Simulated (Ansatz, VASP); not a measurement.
Si2Mo: VASP beside Ansatz

```xyz
3
Lattice="-1.5998 1.5998 3.9195 1.5998 -1.5998 3.9195 1.5998 1.5998 -3.9195" Properties=species:S:1:pos:R:3 pbc="T T T"
Si    0.0000    0.0000    5.2138
Si    0.0000    0.0000    2.6251
Mo    0.0000    0.0000    0.0000
```

Change from the starting cell: volume scaled by 1, crystal datasets.

Alike in both runs: task electric field gradients; functional PBE; k mesh 16 × 16 × 16; occupations fermi-dirac, width 0.05 eV; no spin polarisation.

```csv
,VASP,Ansatz
version,VASP 6.6.1,Ansatz 0.2.0
potentials or method,"VASP PAW PBE potentials, release 64 (Si, Mo_sv), cutoff 520 eV","all-electron PAW with datasets made for the crystal, scalar-relativistic"
```

```tsv
	VASP	Ansatz	Ansatz less VASP
pressure (GPa)	3.4	3.2	-0.13
rms of the force components (eV/Å)	0.003	0.002	-0.0017
size of Vzz on the site where it differs most (V/Å²)	60.5	62.4	+1.95
```

Atom by atom the forces differ by 0.002 eV/Å (rms over components). Ansatz ran all-electron here, and VASP with PAW potentials.
